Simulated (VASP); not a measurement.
Here is a VASP 6.6.1 calculation.

Contents of INCAR:

```
PREC = Accurate ; ENCUT = 520
EDIFF = 1E-6 ; ISMEAR = 0
SIGMA = 0.15 ; LREAL = False
LASPH = True ; NELM = 60
ALGO = Fast ; ISIF = 2
LWAVE = False ; LCHARG = False
GGA = PS ; NBANDS = 13
```

Contents of KPOINTS:

```
regular mesh
0
Gamma
  20 20 20
```

POSCAR

```
W
1.0
    0.0000000000      2.0604500000      2.0300000000
    2.0604500000      0.0000000000      2.0300000000
    2.0604500000      2.0604500000      0.0000000000
W
1
Direct
    0.0000000000      0.0000000000      0.0000000000
```

Potentials or basis: VASP PAW PBE potentials, release 64 (W_sv).

Launch:

```bash
$ cat potpaw_PBE.64/W_sv/POTCAR > POTCAR
$ mpirun -np 1 vasp_std > vasp.out
```

Problem. Estimate the pressure.

Solution. -19.2 GPa.

Problem. What does it give for the band gap on the k mesh?

Solution. Zero (band 7 reaches 12.66 eV, above the bottom of band 8 at 9.17 eV).

Stress tensor (GPa, compression positive):
```
-17.52   0.00   0.00
  0.00 -17.52   0.00
  0.00   0.00 -22.45
```

Caveat: the cell differs from its parent crystal (strain +0.015 along x and y, +0.000 along z); the PAW data sets were made with another functional, which shifts forces and pressure a little; spin-orbit coupling is left out, which moves the levels of the heavy elements.
